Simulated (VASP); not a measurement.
Write the native input for VASP 6.6.1 that does the following.

```
Task                   : single point
Functional             : PBE
Potentials or basis    : VASP PAW PBE potentials, release 64 (Pb_d, F)
Cutoff                 : 520 eV
k mesh                 : 6 × 6 × 6
Occupations            : gaussian, width 0.1 eV
Spin                   : no spin polarisation
Dipole correction      : no
Further INCAR settings : ALGO = Normal; EDIFF = 1e-06; NBANDS = 21
```

The structure of PbF2 lies in POSCAR:

```
PbF2
1.0
    0.0000000000      2.9579484323      2.9579484323
    2.9579484323      0.0000000000      2.9579484323
    2.9579484323      2.9579484323      0.0000000000
Pb F
1 2
Direct
    0.0000000000      0.0000000000      0.0000000000
    0.7500000000      0.7500000000      0.7500000000
    0.2500000000      0.2500000000      0.2500000000
```

The input as run:

INCAR

```
PREC = Accurate
ENCUT = 520
EDIFF = 1E-6
ISMEAR = 0
SIGMA = 0.1
LREAL = False
LASPH = True
NELM = 60
ALGO = Normal
ISIF = 2
LWAVE = False
LCHARG = False
GGA = PE
NBANDS = 21
```

KPOINTS

```
regular mesh
0
Gamma
  6 6 6
```

Potentials or basis: VASP PAW PBE potentials, release 64 (Pb_d, F).

Launch:

```bash
$ cat potpaw_PBE.64/Pb_d/POTCAR potpaw_PBE.64/F/POTCAR > POTCAR
$ mpirun -np 1 vasp_std > vasp.out
```

Results of the run:

The pressure is 2.9 GPa and the band gap on the k mesh is 4.44 eV, indirect (least direct gap 4.56 eV).

Caveat: spin-orbit coupling is left out, which moves the levels of the heavy elements.

It took 9.1 s on 1 thread of Intel(R) Xeon(R) 6975P-C (Granite Rapids), on a shared host, peak memory 0.17 GiB.
